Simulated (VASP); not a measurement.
# PbO3 (ReO3 type) (Pm-3m) in VASP: further runs

The runs below take PbO3 (ReO3 type) through single point, with PBE.

Program: VASP 6.6.1. These are calculated values, not measurements. Logs are shortened: lines on timing, memory, paths and dates and some standing lists are left out, and cuts for length are marked.

## 1. The cell of the first run

It takes space group Pm-3m (No. 221, cubic). Conventional cell: a = 4.238 Å, b = 4.238 Å, c = 4.238 Å, α = 90.00°, β = 90.00°, γ = 90.00°. Pb (site symmetry m-3m) has 6 O at 2.12 Å within 2.8 Å. Within 2.8 Å of O (site symmetry 4/mmm) lie 2 Pb at 2.12 Å.

## 2. Single point, PBE

The input, INCAR:

```
ALGO     = Normal         # electronic algorithm
EDIFF    = 1E-6           # SCF threshold, eV
ENCUT    = 520            # plane-wave cutoff, eV
GGA      = PE             # functional
ISIF     = 2              # what is computed and relaxed
ISMEAR   = -1             # smearing method
LASPH    = True           # aspherical terms in the spheres
LCHARG   = True           # write CHGCAR
LELF     = True           # ELF
LREAL    = False          # projectors in reciprocal space
LVHAR    = True         
LWAVE    = False          # write WAVECAR
NBANDS   = 24             # bands
NELM     = 100            # most SCF steps
PREC     = Accurate       # precision mode
SIGMA    = 0.06122561905347299 # smearing width, eV
```

The input, KPOINTS:

```
k-points
0
Gamma
  25 25 25
```

The input, POSCAR:

```
PbO3
1.0
    4.2381627547      0.0000000000      0.0000000000
    0.0000000000      4.2381627547      0.0000000000
    0.0000000000      0.0000000000      4.2381627547
Pb O
1 3
Direct
    0.0000000000      0.0000000000      0.0000000000
    0.5000000000      0.0000000000      0.0000000000
    0.0000000000      0.5000000000      0.0000000000
    0.0000000000      0.0000000000      0.5000000000
```

Potentials or basis: VASP PAW PBE potentials, release 64 (Pb_d, O).

Run with:

```bash
$ cat potpaw_PBE.64/Pb_d/POTCAR potpaw_PBE.64/O/POTCAR > POTCAR
$ mpirun -np 1 vasp_std > vasp.out
```

OUTCAR:

```text
EDIFF = 1E-6
   ENCUT = 520
   GGA = PE
   ISIF = 2
   ISMEAR = -1
   LASPH = True
   LREAL = False
   NELM = 100
   PREC = Accurate

 ion  position               nearest neighbor table
   1  0.000  0.000  0.000-   2 2.12   3 2.12   4 2.12   4 2.12   3 2.12   2 2.12
   2  0.500  0.000  0.000-   1 2.12   1 2.12
   3  0.000  0.500  0.000-   1 2.12   1 2.12
   4  0.000  0.000  0.500-   1 2.12   1 2.12

  LATTYP: Found a simple cubic cell.
 ALAT       =     4.2381627547

  Lattice vectors:

 A1 = (   4.2381627547,   0.0000000000,   0.0000000000)
 A2 = (   0.0000000000,   4.2381627547,   0.0000000000)
 A3 = (   0.0000000000,   0.0000000000,   4.2381627547)

Analysis of symmetry for initial positions (statically):
=====================================================================
 Subroutine PRICEL returns:
 Original cell was already a primitive cell.

 Routine SETGRP: Setting up the symmetry group for a
 simple cubic supercell.

 Subroutine GETGRP returns: Found 48 space group operations
 (whereof 48 operations were pure point group operations)
 out of a pool of 48 trial point group operations.

The static configuration has the point symmetry O_h .

Analysis of symmetry for dynamics (positions and initial velocities):
=====================================================================
 Subroutine PRICEL returns:
 Original cell was already a primitive cell.

 Routine SETGRP: Setting up the symmetry group for a
 simple cubic supercell.

 Subroutine GETGRP returns: Found 48 space group operations
 (whereof 48 operations were pure point group operations)
 out of a pool of 48 trial point group operations.

The dynamic configuration has the point symmetry O_h .

 Subroutine INISYM returns: Found 48 space group operations
 (whereof 48 operations are pure point group operations),
 and found     1 'primitive' translations

----------------------------------------------------------------------------------------

                                     Primitive cell

  volume of cell :      76.1260

  direct lattice vectors                    reciprocal lattice vectors
     4.238162755  0.000000000  0.000000000     0.235951297  0.000000000  0.000000000
     0.000000000  4.238162755  0.000000000     0.000000000  0.235951297  0.000000000
     0.000000000  0.000000000  4.238162755     0.000000000  0.000000000  0.235951297

  length of vectors
     4.238162755  4.238162755  4.238162755     0.235951297  0.235951297  0.235951297

  position of ions in fractional coordinates (direct lattice)
     0.000000000  0.000000000  0.000000000
     0.500000000  0.000000000  0.000000000
     0.000000000  0.500000000  0.000000000
     0.000000000  0.000000000  0.500000000

  ion indices of the primitive-cell ions
   primitive index   ion index
                 1           1
                 2           2
                 3           3
                 4           4

----------------------------------------------------------------------------------------

 KPOINTS: k-points

Automatic generation of k-mesh.
 Grid dimensions read from file:
 generate k-points for:   25   25   25

 Generating k-lattice:

  Cartesian coordinates                     Fractional coordinates (reciprocal lattice)
     0.009438052  0.000000000  0.000000000     0.040000000  0.000000000  0.000000000
     0.000000000  0.009438052  0.000000000     0.000000000  0.040000000  0.000000000
     0.000000000  0.000000000  0.009438052     0.000000000  0.000000000  0.040000000

  Length of vectors
     0.009438052  0.009438052  0.009438052

  Shift w.r.t. Gamma in fractional coordinates (k-lattice)
     0.000000000  0.000000000  0.000000000

 Subroutine IBZKPT returns following result:
 ===========================================

 Found    455 irreducible k-points:

 Following reciprocal coordinates:
            Coordinates               Weight
  0.000000  0.000000  0.000000      1.000000
  0.040000  0.000000  0.000000      6.000000
  0.080000  0.000000  0.000000      6.000000
  0.120000  0.000000  0.000000      6.000000
  0.160000  0.000000  0.000000      6.000000
  0.200000  0.000000  0.000000      6.000000
[... 16 lines left out ...]
  0.400000  0.040000  0.000000     24.000000
  0.440000  0.040000  0.000000     24.000000
 [... further k-points ...]
   k-points           NKPTS =    455   k-points in BZ     NKDIM =    455   number of bands    NBANDS=     24
   number of dos      NEDOS =    301   number of ions     NIONS =      4
   total plane-waves  NPLWV =  32768
   dimension x,y,z NGX =    32 NGY =   32 NGZ =   32
   dimension x,y,z NGXF=    64 NGYF=   64 NGZF=   64
   ions per type =               1   3
   NGX,Y,Z   is equivalent  to a cutoff of  12.55, 12.55, 12.55 a.u.
   NGXF,Y,Z  is equivalent  to a cutoff of  25.10, 25.10, 25.10 a.u.
 SYSTEM =  unknown system
   PREC   = accura    normal or accurate (medium, high low for compatibility)
   ISTART =      0    job   : 0-new  1-cont  2-samecut
   ICHARG =      2    charge: 1-file 2-atom 10-const
   ISPIN  =      1    spin polarized calculation?
   LNONCOLLINEAR =      F non collinear calculations
   LSORBIT =      F    spin-orbit coupling
   LASPH  =      T    aspherical Exc in radial PAW
   ENCUT  =  520.0 eV  38.22 Ry    6.18 a.u.   7.88  7.88  7.88*2*pi/ulx,y,z
   NELM   =    100;   NELMIN=  2; NELMDL= -5     # of ELM steps
   EDIFF  = 0.1E-05   stopping-criterion for ELM
   LREAL  =      F    real-space projection
[... 7 lines left out ...]
   TEBEG  =    0.0;   TEEND  =   0.0 temperature during run
   PSTRESS=    0.0 pullay stress
   NELECT =      32.0000    total number of electrons
   NUPDOWN=      -1.0000    fix difference up-down
   EMIN   =  10.00;   EMAX   =-10.00  energy-range for DOS
   EFERMI =   0.00;   METHOD = LEGACY
   ISMEAR =    -1;   SIGMA  =   0.06  broadening in eV -4-tet -1-fermi 0-gaus
   EFERMI_NEDOS =   21; number of points for ismear=-14 and -15
   IALGO  =     38    algorithm
   IMIX   =      4    mixing-type and parameters
     AMIX     =   0.40;   BMIX     =  1.00
     AMIX_MAG =   1.60;   BMIX_MAG =  1.00
  volume/ion in A,a.u.               =      19.03       128.43
  Fermi-wavevector in a.u.,A,eV,Ry     =   1.226348  2.317462 20.462214  1.503930
  Thomas-Fermi vector in A             =   2.361353
   LORBIT       =      0    0 simple, 1 ext, 2 COOP (PROOUT), +10 PAW based schemes
   GGA     = PE    functional components
   LHFCALC =     F    Hartree Fock is set to
   AEXX    =    0.0000 exact exchange contribution
   IVDW    =     0    specifies the selected vdW correction
   LEPSILON=     F    determine dielectric tensor
   LRPA    =     F    only Hartree local field effects (RPA)
 non-spin polarized calculation
  energy-cutoff  :      520.00
  volume of cell :       76.13
 maximum number of plane-waves:      2103
 NGX is ok and might be reduce to    32
   NGX = 15   NGY = 15   NGZ = 15

 number of electron      31.9999987 magnetization

 Free energy of the ion-electron system (eV)
  ---------------------------------------------------
  ext. energy  EPLUGINS =         0.00000000
  ---------------------------------------------------
  free energy    TOTEN  =       -17.04858879 eV

  energy without entropy =      -16.95963553  energy(sigma->0) =      -17.00411216

 E-fermi :  -0.7646     XC(G=0):  -8.2948

 val. band max:       -0.7657684241   @ k =   0.4000   0.3200   0.2400
 cond. band min:      -0.7637592831   @ k =   0.4800   0.3600   0.2400
 fundamental gap:      0.0020091410
 Fermi energy:        -0.7646374174

 k-point     1 :       0.0000    0.0000    0.0000
  band No.  band energies     occupation
      1     -18.3036      2.00000
      2     -18.3036      2.00000
      3     -18.0845      2.00000
      4     -15.3666      2.00000
      5     -15.3666      2.00000
      6     -15.3666      2.00000
[... 16 lines left out ...]
     23      13.0236      0.00000
     24      13.0236      0.00000

 k-point     2 :       0.0400    0.0000    0.0000
  band No.  band energies     occupation
      1     -18.3033      2.00000
      2     -18.2959      2.00000
      3     -18.0791      2.00000
      4     -15.3672      2.00000
      5     -15.3672      2.00000
      6     -15.3666      2.00000
[... 16 lines left out ...]
     23      13.0413      0.00000
     24      13.0963      0.00000

 k-point     3 :       0.0800    0.0000    0.0000
  band No.  band energies     occupation
      1     -18.3031      2.00000
      2     -18.2755      2.00000
      3     -18.0610      2.00000
      4     -15.3689      2.00000
      5     -15.3689      2.00000
      6     -15.3665      2.00000
[... 16 lines left out ...]
     23      13.0937      0.00000
     24      13.2525      0.00000

 k-point     4 :       0.1200    0.0000    0.0000
  band No.  band energies     occupation
      1     -18.3026      2.00000
      2     -18.2489      2.00000
      3     -18.0240      2.00000
      4     -15.3717      2.00000
      5     -15.3717      2.00000
      6     -15.3664      2.00000
[... 16 lines left out ...]
     23      13.1789      0.00000
     24      13.4124      0.00000

 k-point     5 :       0.1600    0.0000    0.0000
  band No.  band energies     occupation
      1     -18.3021      2.00000
      2     -18.2246      2.00000
      3     -17.9605      2.00000
      4     -15.3754      2.00000
      5     -15.3754      2.00000
      6     -15.3663      2.00000
[... 451 lines left out ...]
 k-point    22 :       0.3600    0.0400    0.0000
  band No.  band energies     occupation
      1     -18.2938      2.00000
      2     -18.1711      2.00000
      3     -17.2805      2.00000
      4     -15.3983      2.00000
      5     -15.3976      2.00000
      6     -15.3664      2.00000
[... 16 lines left out ...]
     23      12.4990      0.00000
     24      13.8730      0.00000

 k-point    23 :       0.4000    0.0400    0.0000
  band No.  band energies     occupation
      1     -18.2934      2.00000
      2     -18.1685      2.00000
      3     -17.1185      2.00000
      4     -15.4015      2.00000
      5     -15.4008      2.00000
      6     -15.3664      2.00000
[... 16 lines left out ...]
     23      12.1277      0.00000
     24      13.8718      0.00000

 k-point    24 :       0.4400    0.0400    0.0000
  band No.  band energies     occupation
      1     -18.2931      2.00000
      2     -18.1669      2.00000
      3     -16.9812      2.00000
      4     -15.4038      2.00000
      5     -15.4031      2.00000
      6     -15.3663      2.00000
[... 16 lines left out ...]
     23      11.7972      0.00000
     24      13.8643      0.00000

 [... further k-points ...]

------------------------ aborting loop because EDIFF is reached ----------------------------------------

  FORCE on cell =-STRESS in cart. coord.  units (eV):
  Direction    XX          YY          ZZ          XY          YZ          ZX
  --------------------------------------------------------------------------------------
  -------------------------------------------------------------------------------------
  Total        1.2781654      1.2781654      1.2781654      0.0000000     -0.0000000      0.0000000
  in kB       26.9007721     26.9007721     26.9007721      0.0000000     -0.0000000      0.0000000
  external PRESSURE =      26.9007721 kB  Pullay stress =       0.0000000 kB

 VOLUME and BASIS-vectors are now :
 -----------------------------------------------------------------------------
  energy-cutoff  :      520.00
  volume of cell :       76.13
      direct lattice vectors                 reciprocal lattice vectors
     4.238162755  0.000000000  0.000000000     0.235951297  0.000000000  0.000000000
     0.000000000  4.238162755  0.000000000     0.000000000  0.235951297  0.000000000
     0.000000000  0.000000000  4.238162755     0.000000000  0.000000000  0.235951297

 POSITION                                       TOTAL-FORCE (eV/Angst)
 -----------------------------------------------------------------------------------
      0.00000      0.00000      0.00000         0.000000      0.000000      0.000000
      2.11908      0.00000      0.00000         0.000000      0.000000      0.000000
      0.00000      2.11908      0.00000         0.000000      0.000000      0.000000
      0.00000      0.00000      2.11908         0.000000      0.000000      0.000000
 -----------------------------------------------------------------------------------
    total drift:                                0.000000      0.000000     -0.000000

  FREE ENERGIE OF THE ION-ELECTRON SYSTEM (eV)
  ---------------------------------------------------
  free  energy   TOTEN  =       -17.0485887882 eV

  energy  without entropy=      -16.9596355264  energy(sigma->0) =      -17.00411216
```

It took 3.5 min on 1 thread of Intel Xeon Platinum 8559C (Emerald Rapids), shared host; peak memory 0.73 GiB.

Results:

* Free energy: -17.0486 eV
* Pressure: 2.7 GPa
* Band gap on the k mesh: zero (bands 16 and 17 overlap by 0.75 eV)

Caveat: semilocal functionals underestimate gaps, and a narrow one can read as zero; spin-orbit coupling is left out, which moves the levels of the heavy elements.

## 3. Single point, PBE

This run uses another cell than the first one, of 20.22 Å³/atom.

The input, INCAR:

```
SYSTEM = PbO3
PREC = Accurate
ENCUT = 520
EDIFF = 1E-6
ISMEAR = -1
SIGMA = 0.06122561905347299
LREAL = .FALSE.
LASPH = .TRUE.
NELM = 80
ALGO = Normal
ISIF = 2
LWAVE = .FALSE.
LCHARG = .FALSE.
GGA = PE
NBANDS = 24
```

The input, KPOINTS:

```
regular mesh
0
G
  25 25 25
  0 0 0
```

The input, POSCAR:

```
PbO3
1.0
    4.3246796576      0.0000000000      0.0000000000
    0.0000000000      4.3246796576      0.0000000000
    0.0000000000      0.0000000000      4.3246796576
Pb O
1 3
Direct
    0.0000000000      0.0000000000      0.0000000000
    0.5000000000      0.0000000000      0.0000000000
    0.0000000000      0.5000000000      0.0000000000
    0.0000000000      0.0000000000      0.5000000000
```

Potentials or basis: VASP PAW PBE potentials, release 64 (Pb_d, O).

Run with:

```bash
$ cat potpaw_PBE.64/Pb_d/POTCAR potpaw_PBE.64/O/POTCAR > POTCAR
$ mpirun -np 1 vasp_std > vasp.out
```

OUTCAR:

```text
SYSTEM = PbO3
   PREC = Accurate
   ENCUT = 520
   EDIFF = 1E-6
   ISMEAR = -1
   LREAL = .FALSE.
   LASPH = .TRUE.
   NELM = 80
   ISIF = 2
   GGA = PE

 ion  position               nearest neighbor table
   1  0.000  0.000  0.000-   2 2.16   3 2.16   4 2.16   4 2.16   3 2.16   2 2.16
   2  0.500  0.000  0.000-   1 2.16   1 2.16
   3  0.000  0.500  0.000-   1 2.16   1 2.16
   4  0.000  0.000  0.500-   1 2.16   1 2.16

  LATTYP: Found a simple cubic cell.
 ALAT       =     4.3246796576

[... 842 lines left out ...]
  FORCE on cell =-STRESS in cart. coord.  units (eV):
  Direction    XX          YY          ZZ          XY          YZ          ZX
  --------------------------------------------------------------------------------------
  -------------------------------------------------------------------------------------
  Total       -0.5823449     -0.5823449     -0.5823449      0.0000000      0.0000000     -0.0000000
  in kB      -11.5353043    -11.5353043    -11.5353043      0.0000000      0.0000000     -0.0000000
  external PRESSURE =     -11.5353043 kB  Pullay stress =       0.0000000 kB

 VOLUME and BASIS-vectors are now :
 -----------------------------------------------------------------------------
  energy-cutoff  :      520.00
  volume of cell :       80.88
      direct lattice vectors                 reciprocal lattice vectors
     4.324679658  0.000000000  0.000000000     0.231231000  0.000000000  0.000000000
     0.000000000  4.324679658  0.000000000     0.000000000  0.231231000  0.000000000
     0.000000000  0.000000000  4.324679658     0.000000000  0.000000000  0.231231000

 POSITION                                       TOTAL-FORCE (eV/Angst)
 -----------------------------------------------------------------------------------
      0.00000      0.00000      0.00000         0.000000      0.000000      0.000000
      2.16234      0.00000      0.00000         0.000000      0.000000      0.000000
      0.00000      2.16234      0.00000         0.000000      0.000000      0.000000
      0.00000      0.00000      2.16234         0.000000      0.000000      0.000000
 -----------------------------------------------------------------------------------
    total drift:                                0.000000      0.000000     -0.000000

  FREE ENERGIE OF THE ION-ELECTRON SYSTEM (eV)
  ---------------------------------------------------
  free  energy   TOTEN  =       -17.0733813919 eV

  energy  without entropy=      -16.9753053142  energy(sigma->0) =      -17.02434335
```

OSZICAR:

```text
N       E                     dE             d eps       ncg     rms          rms(c)
DAV:   1     0.330662215616E+03    0.33066E+03   -0.15579E+04 21888   0.138E+03
DAV:   2     0.136090555549E+02   -0.31705E+03   -0.29303E+03 25040   0.391E+02
DAV:   3    -0.180899687904E+02   -0.31699E+02   -0.30664E+02 27528   0.132E+02
DAV:   4    -0.191290606755E+02   -0.10391E+01   -0.10332E+01 24184   0.281E+01
DAV:   5    -0.191710710428E+02   -0.42010E-01   -0.41992E-01 29896   0.547E+00    0.821E+00
DAV:   6    -0.170638186157E+02    0.21073E+01   -0.55631E+00 32664   0.351E+01    0.248E+00
DAV:   7    -0.170789493434E+02   -0.15131E-01   -0.41249E-01 22896   0.542E+00    0.155E+00
DAV:   8    -0.170775263707E+02    0.14230E-02   -0.85413E-02 25392   0.339E+00    0.497E-01
DAV:   9    -0.170728926219E+02    0.46337E-02   -0.14122E-02 31224   0.194E+00    0.960E-02
DAV:  10    -0.170733524788E+02   -0.45986E-03   -0.16932E-03 23768   0.279E-01    0.616E-02
DAV:  11    -0.170733818454E+02   -0.29367E-04   -0.14688E-04 29456   0.168E-01    0.870E-03
DAV:  12    -0.170733817236E+02    0.12179E-06   -0.14388E-05 26576   0.311E-02    0.237E-03
DAV:  13    -0.170733813919E+02    0.33169E-06   -0.72889E-07 19600   0.134E-02
   1 F= -.17073381E+02 E0= -.17024343E+02  d E =-.980761E-01
```

stdout:

```text
POSCAR found type information on POSCAR PbO
 POSCAR found :  2 types and       4 ions
 scaLAPACK will be used
 LDA part: xc-table for (Slater+PW92), standard interpolation
 POSCAR, INCAR and KPOINTS ok, starting setup
 FFT: planning ... GRIDC
 FFT: planning ... GRID_SOFT
 FFT: planning ... GRID
 WAVECAR not read
 entering main loop
```

Wall time 2.7 min (1 thread of Intel Xeon 6975P-C (Granite Rapids), shared host); peak memory 0.76 GiB.

What came out:

* Free energy: -17.0734 eV
* Pressure: -1.2 GPa
* Band gap on the k mesh: zero (bands 16 and 17 overlap by 0.67 eV)

Caveat: semilocal functionals underestimate gaps, and a narrow one can read as zero; spin-orbit coupling is left out, which moves the levels of the heavy elements.
